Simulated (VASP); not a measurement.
Input of a VASP 6.6.1 run:

INCAR

```
SYSTEM = SiO2
PREC = Accurate
ENCUT = 910
EDIFF = 1E-6
ISMEAR = 0
SIGMA = 0.05
LREAL = .FALSE.
LASPH = .TRUE.
NELM = 120
ALGO = Normal
ISIF = 2
LWAVE = .FALSE.
LCHARG = .FALSE.
GGA = CA
NBANDS = 25
GGA_COMPAT = .FALSE.
```

KPOINTS

```
regular mesh
0
G
  6 6 8
  0 0 0
```

The input POSCAR:

```
SiO2
1.0
    4.1801000000      0.0000000000      0.0000000000
    0.0000000000      4.1801000000      0.0000000000
    0.0000000000      0.0000000000      2.4058000000
Si O
2 4
Direct
    0.5000000000      0.5000000000      0.5000000000
    0.0000000000      0.0000000000      0.0000000000
    0.6944252994      0.6944252994      0.0000000000
    0.1944252994      0.8055747006      0.5000000000
    0.3055747006      0.3055747006      0.0000000000
    0.8055747006      0.1944252994      0.5000000000
```

Potentials or basis: VASP PAW LDA potentials, release 64 (Si, O_h).

Command:

```bash
$ cat potpaw_LDA.64/Si/POTCAR potpaw_LDA.64/O_h/POTCAR > POTCAR
$ mpirun -np 1 vasp_std > vasp.out
```

Q: Predict the largest force.

A: 0.451 eV/Å.

Q: What does it give for the pressure?

A: 45.6 GPa.

Q: Predict the band gap on the k mesh.

A: 7.61 eV, direct.

Stress tensor (GPa, compression positive):
```
19.11  0.00  0.00
 0.00 19.11  0.00
 0.00  0.00 98.57
```

Caveat: the cutoff is under 1.25 times the usual one of these potentials, so pressure, stress and relaxed cells hold a basis-set (Pulay) error. A k mesh can miss the band edges.
